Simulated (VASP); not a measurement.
# SnTe (CsCl type) (Pm-3m) in VASP: a series of runs, part 2 of 2

VASP 6.6.1. Earlier steps stand in the parts before.

**5. Single point, PBE**

This run uses another cell than the first one, of 29.40 Å³/atom, 1.136 times its volume.

INCAR reads:

```
SYSTEM = SnTe
ALGO = Normal ; EDIFF = 1E-6
ENCUT = 520 ; GGA = PE
ISIF = 2 ; ISMEAR = -1
LASPH = .TRUE. ; LCHARG = .FALSE.
LREAL = .FALSE. ; LWAVE = .FALSE.
NBANDS = 17 ; NELM = 60
PREC = Accurate ; SIGMA = 0.05
```

KPOINTS reads:

```
k-points
0
G
  13 13 13
  0 0 0
```

POSCAR reads:

```
SnTe
1.0
    3.8886150886      0.0000000000      0.0000000000
    0.0000000000      3.8886150886      0.0000000000
    0.0000000000      0.0000000000      3.8886150886
Sn Te
1 1
Direct
    0.0000000000      0.0000000000      0.0000000000
    0.5000000000      0.5000000000      0.5000000000
```

Potentials or basis: VASP PAW PBE potentials, release 64 (Sn_d, Te).

Command:

```
$ cat potpaw_PBE.64/Sn_d/POTCAR potpaw_PBE.64/Te/POTCAR > POTCAR
$ mpirun -np 1 vasp_std > vasp.out
```

OUTCAR:

```text
SYSTEM = SnTe
   EDIFF = 1E-6
   ENCUT = 520
   GGA = PE
   ISIF = 2
   ISMEAR = -1
   LASPH = .TRUE.
   LREAL = .FALSE.
   NELM = 60
   PREC = Accurate

 ion  position               nearest neighbor table
   1  0.000  0.000  0.000-   2 3.37   2 3.37   2 3.37   2 3.37   2 3.37   2 3.37   2 3.37   2 3.37

   2  0.500  0.500  0.500-   1 3.37   1 3.37   1 3.37   1 3.37   1 3.37   1 3.37   1 3.37   1 3.37

  LATTYP: Found a simple cubic cell.
 ALAT       =     3.8886150886

  Lattice vectors:

 A1 = (   3.8886150886,   0.0000000000,   0.0000000000)
 A2 = (   0.0000000000,   3.8886150886,   0.0000000000)
 A3 = (   0.0000000000,   0.0000000000,   3.8886150886)

Analysis of symmetry for initial positions (statically):
=====================================================================
 Subroutine PRICEL returns:
 Original cell was already a primitive cell.

 Routine SETGRP: Setting up the symmetry group for a
 simple cubic supercell.

 Subroutine GETGRP returns: Found 48 space group operations
 (whereof 48 operations were pure point group operations)
 out of a pool of 48 trial point group operations.

The static configuration has the point symmetry O_h .

Analysis of symmetry for dynamics (positions and initial velocities):
=====================================================================
 Subroutine PRICEL returns:
 Original cell was already a primitive cell.

 Routine SETGRP: Setting up the symmetry group for a
 simple cubic supercell.

 Subroutine GETGRP returns: Found 48 space group operations
 (whereof 48 operations were pure point group operations)
 out of a pool of 48 trial point group operations.

The dynamic configuration has the point symmetry O_h .

 Subroutine INISYM returns: Found 48 space group operations
 (whereof 48 operations are pure point group operations),
 and found     1 'primitive' translations

----------------------------------------------------------------------------------------

[... 111 lines left out ...]
     AMIX     =   0.40;   BMIX     =  1.00
     AMIX_MAG =   1.60;   BMIX_MAG =  1.00
  volume/ion in A,a.u.               =      29.40       198.40
  Fermi-wavevector in a.u.,A,eV,Ry     =   1.142764  2.159511 17.767977  1.305909
  Thomas-Fermi vector in A             =   2.279461
   LORBIT       =      0    0 simple, 1 ext, 2 COOP (PROOUT), +10 PAW based schemes
   GGA     = PE    functional components
   LHFCALC =     F    Hartree Fock is set to
   AEXX    =    0.0000 exact exchange contribution
   IVDW    =     0    specifies the selected vdW correction
   LEPSILON=     F    determine dielectric tensor
   LRPA    =     F    only Hartree local field effects (RPA)
 non-spin polarized calculation
  energy-cutoff  :      520.00
  volume of cell :       58.80
 maximum number of plane-waves:      1612
 NGX is ok and might be reduce to    30
   NGX = 15   NGY = 15   NGZ = 15

 number of electron      19.9999983 magnetization

 Free energy of the ion-electron system (eV)
  ---------------------------------------------------
  ext. energy  EPLUGINS =         0.00000000
  ---------------------------------------------------
  free energy    TOTEN  =        -7.08718079 eV

  energy without entropy =       -7.07465011  energy(sigma->0) =       -7.08091545

 E-fermi :   7.1811     XC(G=0):  -9.9321

 val. band max:        7.1789009811   @ k =   0.4615   0.4615   0.0769
 cond. band min:       7.2272632772   @ k =   0.4615   0.3077   0.2308
 fundamental gap:      0.0483622960
 Fermi energy:         7.1811334263

 k-point     1 :       0.0000    0.0000    0.0000
  band No.  band energies     occupation
      1     -14.4369      2.00000
      2     -14.4369      2.00000
      3     -14.3979      2.00000
      4     -14.3979      2.00000
      5     -14.3979      2.00000
      6      -5.1970      2.00000
[... 457 lines left out ...]
      4     -14.4040      2.00000
      5     -14.3958      2.00000
      6      -3.6609      2.00000
[... 9 lines left out ...]
     16      15.3430      0.00000
     17      16.4910      0.00000

 [... further k-points ...]

------------------------ aborting loop because EDIFF is reached ----------------------------------------

  FORCE on cell =-STRESS in cart. coord.  units (eV):
  Direction    XX          YY          ZZ          XY          YZ          ZX
  --------------------------------------------------------------------------------------
  -------------------------------------------------------------------------------------
  Total       -0.0271329     -0.0271329     -0.0271329      0.0000000      0.0000000     -0.0000000
  in kB       -0.7393031     -0.7393031     -0.7393031      0.0000000      0.0000000     -0.0000000
  external PRESSURE =      -0.7393031 kB  Pullay stress =       0.0000000 kB

 VOLUME and BASIS-vectors are now :
 -----------------------------------------------------------------------------
  energy-cutoff  :      520.00
  volume of cell :       58.80
      direct lattice vectors                 reciprocal lattice vectors
     3.888615089  0.000000000  0.000000000     0.257160963  0.000000000  0.000000000
     0.000000000  3.888615089  0.000000000     0.000000000  0.257160963  0.000000000
     0.000000000  0.000000000  3.888615089     0.000000000  0.000000000  0.257160963

 POSITION                                       TOTAL-FORCE (eV/Angst)
 -----------------------------------------------------------------------------------
      0.00000      0.00000      0.00000         0.000000      0.000000      0.000000
      1.94431      1.94431      1.94431         0.000000      0.000000      0.000000
 -----------------------------------------------------------------------------------
    total drift:                               -0.000000     -0.000000     -0.000000

  FREE ENERGIE OF THE ION-ELECTRON SYSTEM (eV)
  ---------------------------------------------------
  free  energy   TOTEN  =        -7.0871807926 eV

  energy  without entropy=       -7.0746501122  energy(sigma->0) =       -7.08091545
```

stdout:

```text
POSCAR found type information on POSCAR SnTe
 POSCAR found :  2 types and       2 ions
 scaLAPACK will be used
 LDA part: xc-table for (Slater+PW92), standard interpolation
 POSCAR, INCAR and KPOINTS ok, starting setup
 FFT: planning ... GRIDC
 FFT: planning ... GRID_SOFT
 FFT: planning ... GRID
 WAVECAR not read
 entering main loop
```

It took 41 s on 1 thread of AMD EPYC 7R13 (Zen 3), shared host; peak memory 0.2 GiB.

What came out:

* Free energy: -7.0872 eV
* Pressure: -0.1 GPa
* Band gap on the k mesh: zero (band 10 reaches 7.57 eV, above the bottom of band 11 at 5.99 eV)

Caveat: spin-orbit coupling is left out, which moves the levels of the heavy elements.

**6. Overview**

```tsv
cell	gap on the mesh (eV)	pressure (GPa)
a = 3.726 Å, 2 atoms	none	6.9
a = 3.809 Å, 2 atoms	none	2.8
a = 3.889 Å, 2 atoms	none	-0.1
```

Alike in all rows: task single point; level PBE; potentials or basis VASP PAW PBE potentials, release 64 (Sn_d, Te); no spin polarisation; k mesh 13 × 13 × 13; cutoff (eV) 520; smearing fermi-dirac 0.05 eV.

Caveats: spin-orbit coupling is left out, which moves the levels of the heavy elements.

Absolute energies hang on the potentials; compare differences alone.
